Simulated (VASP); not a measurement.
Runs of VASP 6.6.1 on Pd. The structure is that of space group Fm-3m (No. 225), or close to it. The cells are those of the table. 

| task | cell | k mesh | cutoff (eV) | smearing | gap on the mesh (eV) | pressure (GPa) | relaxed volume (Å³/atom) |
| --- | --- | --- | --- | --- | --- | --- | --- |
| single point | a = 2.765 Å, angles 60.0°, 1 atom | 18 × 18 × 18 | 520 | gaussian 0.1 eV | none | 0.2 | - |
| relaxation of cell and atoms | relaxed from a = 2.765 Å, angles 60.0°, 1 atom | 18 × 18 × 18 | 600 | fermi-dirac 0.15 eV | none | 0.0 | 15.02 |
| single point | a = 2.770 Å, angles 60.0°, 1 atom | 8 × 8 × 8 | 520 | gaussian 0.1 eV | none | 0.1 | - |
| relaxation of cell and atoms | relaxed from a = 2.770 Å, angles 60.0°, 1 atom | 18 × 18 × 18 | 600 | gaussian 0.1 eV | none | 0.0 | (a) |
| single point | a = 2.769 Å, angles 60.0°, 1 atom | 18 × 18 × 18 | 520 | fermi-dirac 0.15 eV | none | 0.2 | - |

Alike in all rows: level r2SCAN; potentials or basis VASP PAW PBE potentials, release 64 (Pd); no spin polarisation.

Fill in the values left out.

(a) 14.97.

Caveats: the PAW data sets were made with another functional, which shifts forces and pressure a little.

A k mesh can miss the band edges, and the runs leave out spin-orbit coupling on Pd.

A gap of «none» marks levels without a gap at the run's occupations.
